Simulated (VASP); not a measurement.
Wanted: the native input for a VASP 6.6.1 run.

```
Task                   : single point
Functional             : PBE
Potentials or basis    : VASP PAW PBE potentials, release 64 (Ge_d, S)
Cutoff                 : 520 eV
k mesh                 : 12 × 12 × 12
Occupations            : gaussian, width 0.1 eV
Spin                   : no spin polarisation
Dipole correction      : no
Further INCAR settings : ALGO = Normal; EDIFF = 1e-06; NBANDS = 32
```

The structure of Ge3S lies in POSCAR:

```
Ge3S
1.0
    0.0000000000      3.3368023277      3.3368023277
    3.3368023277      0.0000000000      3.3368023277
    3.3368023277      3.3368023277      0.0000000000
Ge S
3 1
Direct
    0.7500000000      0.7500000000      0.7500000000
    0.2500000000      0.2500000000      0.2500000000
    0.5000000000      0.5000000000      0.5000000000
    0.0000000000      0.0000000000      0.0000000000
```

The cell was generated, and may not be a known phase.

One way to write it, as run:

INCAR

```
  PREC = Accurate
  ENCUT = 520
  EDIFF = 1E-6
  ISMEAR = 0
  SIGMA = 0.1
  LREAL = F
  LASPH = T
  NELM = 60
  ALGO = Normal
  ISIF = 2
  LWAVE = F
  LCHARG = F
  GGA = PE
  NBANDS = 32
```

KPOINTS

```
regular mesh
0
Gamma
  12 12 12
```

Potentials or basis: VASP PAW PBE potentials, release 64 (Ge_d, S).

Command:

```sh
$ cat potpaw_PBE.64/Ge_d/POTCAR potpaw_PBE.64/S/POTCAR > POTCAR
$ mpirun -np 1 vasp_std > vasp.out
```

It gave:

The pressure is 0.0 GPa. The band gap on the k mesh is zero (bands 24 and 25 overlap by 2.72 eV).

It took 96 s on 1 thread of Intel(R) Xeon(R) 6975P-C (Granite Rapids) (shared host), peak memory 0.28 GiB.
